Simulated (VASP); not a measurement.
## HfO2: single point with r2SCAN

Crystal: HfO2.

```xyz
6
Lattice="4.8135 0.0000 0.0000 0.0000 4.8135 0.0000 0.0000 0.0000 3.2054" Properties=species:S:1:pos:R:3 pbc="T T T"
Hf    0.0000    0.0000    0.0000
Hf    2.4068    2.4068    1.6027
O     0.9384    3.8751    1.6027
O     1.4683    1.4683    0.0000
O     3.3452    3.3452    0.0000
O     3.8751    0.9384    1.6027
```

```
Program             : VASP 6.6.1
Task                : single point
Functional          : r2SCAN
Potentials or basis : VASP PAW PBE potentials, release 64 (Hf_pv, O)
Cutoff              : 520 eV
k mesh              : 4 × 4 × 6
Occupations         : gaussian, width 0.1 eV
Spin                : no spin polarisation
```

| Property | Result |
| --- | --- |
| Pressure | 0.3 GPa |
| Largest force | 0.011 eV/Å |
| Band gap on the k mesh | 4.53 eV, direct |

Forces in eV/Å, atoms in the order of the input:
```
Hf   0.000  0.000  0.000
Hf   0.000  0.000  0.000
O   -0.008  0.008  0.000
O    0.008  0.008  0.000
O   -0.008 -0.008  0.000
O    0.008 -0.008  0.000
```

Levels at points of the mesh, in eV from the valence-band top:
```csv
k point,band 19,band 20,band 21,band 22,band 23,band 24,band 25,band 26
"(0.00, 0.00, 0.00)",-0.78,-0.52,-0.52,0.00,4.53,4.67,5.78,6.16
"(0.50, 0.00, 0.00)",-1.50,-1.50,-0.68,-0.68,5.19,5.19,6.80,6.80
"(0.50, 0.50, 0.00)",-1.19,-1.19,-0.87,-0.87,4.75,4.75,6.22,6.22
"(0.00, 0.00, 0.50)",-2.13,-2.13,-1.01,-1.01,6.16,6.16,6.67,6.67
"(0.50, 0.00, 0.50)",-1.80,-1.80,-0.97,-0.97,4.74,4.74,6.91,6.91
"(0.50, 0.50, 0.50)",-1.12,-1.12,-0.54,-0.54,5.68,5.68,6.44,6.44
```

Run time: 54 s on 1 thread of Intel(R) Xeon(R) 6975P-C (Granite Rapids) (shared host), peak memory 0.2 GiB.

Caveat: the PAW data sets were made with another functional, which shifts forces and pressure a little; spin-orbit coupling is left out, which moves the levels of the heavy elements. r2SCAN opens gaps a little over a GGA but as a rule still falls short of measured ones.
